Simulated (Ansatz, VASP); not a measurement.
## Al: VASP beside Ansatz

```
Al
1.0
    -1.60632    1.60632   -1.60632
    -1.60632   -1.60632    1.60632
    -1.12442    6.26464    6.58590
Al
4
Direct
  0.73750 0.65000 0.87500
  0.46250 0.45000 0.12500
  0.88750 0.85000 0.37500
  0.31250 0.25000 0.62500
```

Alike in both runs: task single point; functional PBEsol; k mesh 16 × 16 × 5; occupations gaussian, width 0.15 eV; no spin polarisation.

|  | VASP | Ansatz |
| --- | --- | --- |
| version | VASP 6.6.1 | Ansatz 0.2.0 |
| potentials or method | VASP PAW PBE potentials, release 64 (Al), cutoff 520 eV | scalar-relativistic, plane waves, PAW |
| valence electrons in the cell | 12 | 12 |

|  | VASP | Ansatz | Ansatz less VASP |
| --- | --- | --- | --- |
| gap on the k mesh at the Fermi level (eV) | none | none | - |
| pressure (GPa) | 3.6 | 3.5 | -0.10 |
| traceless stress, the component that is largest in VASP (GPa) | 4.44 | 4.41 | -0.025 |
| rms of the force components (eV/Å) | 0.854 | 0.850 | -0.0045 |

VASP's potentials were made for PBE, not for PBEsol, and Ansatz warns of the same on its side. Atom by atom the forces differ by 0.005 eV/Å (rms over components). A gap of «none» marks a metal or a gap that the smearing closes.
